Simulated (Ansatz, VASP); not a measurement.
## One calculation of Si16O, two programs

```
Si O
1.0
     0.00000    5.43000    5.43000
     5.43000    0.00000    5.43000
     5.43000    5.43000    0.00000
Si O
16 1
Direct
  0.99489 0.99496 0.99784
  0.11227 0.07489 0.16584
  0.00001 0.94254 0.53702
  0.12232 0.10590 0.62441
  0.95186 0.54424 0.00507
  0.11918 0.62552 0.12198
  0.99254 0.48141 0.49795
  0.12551 0.57098 0.64889
  0.46866 0.04717 0.99197
  0.61891 0.13768 0.12477
  0.49642 0.99665 0.49894
  0.62497 0.12129 0.62063
  0.49266 0.51316 0.99467
  0.58076 0.67568 0.11711
  0.49684 0.49712 0.49221
  0.61835 0.62213 0.62060
  0.93158 0.30962 0.18732
```

Alike in both runs: functional PBE; k mesh 2 × 2 × 2; occupations gaussian, width 0.05 eV; collinear spin.

Ansatz relaxed the structure, and its values are those at the end. VASP's run is a single point on that final structure, the one shown.

```csv
,VASP,Ansatz
version,VASP 6.6.1,Ansatz 0.2.0
potentials or method,"VASP PAW PBE potentials, release 64 (Si, O), cutoff 520 eV","scalar-relativistic, plane waves, PAW"
valence electrons in the cell,70,70
```

```tsv
	VASP	Ansatz	Ansatz less VASP
rms of the force components (eV/Å)	0.012	0.003	-0.0088
net moment per atom (μB)	0.00	0.00	0.000
```

Ansatz's warnings: seeded moment not kept.

The k mesh is coarse, so the values compare programs but aren't converged.
